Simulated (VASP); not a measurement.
Here is a VASP 6.6.1 calculation.

The input INCAR:

```
ALGO = Normal
EDIFF = 1E-7
ENCUT = 520
GGA = PS
ISIF = 2
ISMEAR = -1
LASPH = T
LCHARG = T
LELF = T
LREAL = F
LVHAR = T
LWAVE = F
NBANDS = 20
NELM = 80
PREC = Accurate
SIGMA = 0.05
```

The input KPOINTS:

```
k-points
0
Gamma
  8 8 4
```

File POSCAR:

```
Tl
1.0
    3.4214400000      0.0000000000      0.0000000000
   -1.7107200000      2.9630539575      0.0000000000
    0.0000000000      0.0000000000      5.5250000000
Tl
2
Direct
    0.6666666667      0.3333333333      0.7500000000
    0.3333333333      0.6666666667      0.2500000000
```

Potentials or basis: VASP PAW PBE potentials, release 64 (Tl_d).

Run with:

```sh
$ cat potpaw_PBE.64/Tl_d/POTCAR > POTCAR
$ mpirun -np 1 vasp_std > vasp.out
```

Question: What does it give for the pressure?

Answer: 1.3 GPa.

Question: What does it give for the band gap on the k mesh?

Answer: Zero (bands 13 and 14 overlap by 5.79 eV).

Stress tensor (GPa, compression positive):
```
1.30 0.00 0.00
0.00 1.30 0.00
0.00 0.00 1.20
```

Caveat: the PAW data sets were made with another functional, which shifts forces and pressure a little; spin-orbit coupling is left out, which moves the levels of the heavy elements.
